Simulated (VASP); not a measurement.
Wanted: the native input for a VASP 6.6.1 run.

```yaml
Task: single point
Functional: LDA
Potentials_or_basis: VASP PAW LDA potentials, release 64 (Ag, Cl)
Cutoff: 520 eV
k_mesh: 9 × 9 × 9
Occupations: fermi-dirac, width 0.01 eV
Spin: no spin polarisation
Dipole_correction: no
Further_INCAR_settings: ALGO = Normal; EDIFF = 1e-07; NBANDS = 16
```

The structure of AgCl lies in POSCAR:

```
AgCl
1.0
    0.0000000000      2.7726629968      2.7726629968
    2.7726629968      0.0000000000      2.7726629968
    2.7726629968      2.7726629968      0.0000000000
Ag Cl
1 1
Direct
    0.0000000000      0.0000000000      0.0000000000
    0.5000000000      0.5000000000      0.5000000000
```

These files were run (other wordings do the same):

INCAR

```
PREC = Accurate
ENCUT = 520
EDIFF = 1E-7
ISMEAR = -1
SIGMA = 0.01
LREAL = F
LASPH = T
NELM = 80
ALGO = Normal
ISIF = 2
LWAVE = F
LCHARG = T
GGA = CA
LELF = T
LVHAR = T
NBANDS = 16
```

KPOINTS

```
Automatic mesh
0
Gamma
  9 9 9
```

Potentials or basis: VASP PAW LDA potentials, release 64 (Ag, Cl).

Run with:

```sh
$ cat potpaw_LDA.64/Ag/POTCAR potpaw_LDA.64/Cl/POTCAR > POTCAR
$ mpirun -np 1 vasp_std > vasp.out
```

Results of the run:

| Property | Result |
| --- | --- |
| Pressure | -5.6 GPa |
| Band gap on the k mesh | 0.69 eV (least direct gap 2.93 eV) |

Caveat: the cell stands under tension; semilocal functionals underestimate gaps, and a narrow one can read as zero; an odd mesh through Γ misses points on the zone boundary, where band edges can lie.

It took 27 s on 1 thread of Intel Xeon 8259CL, on a shared host, peak memory 0.16 GiB.
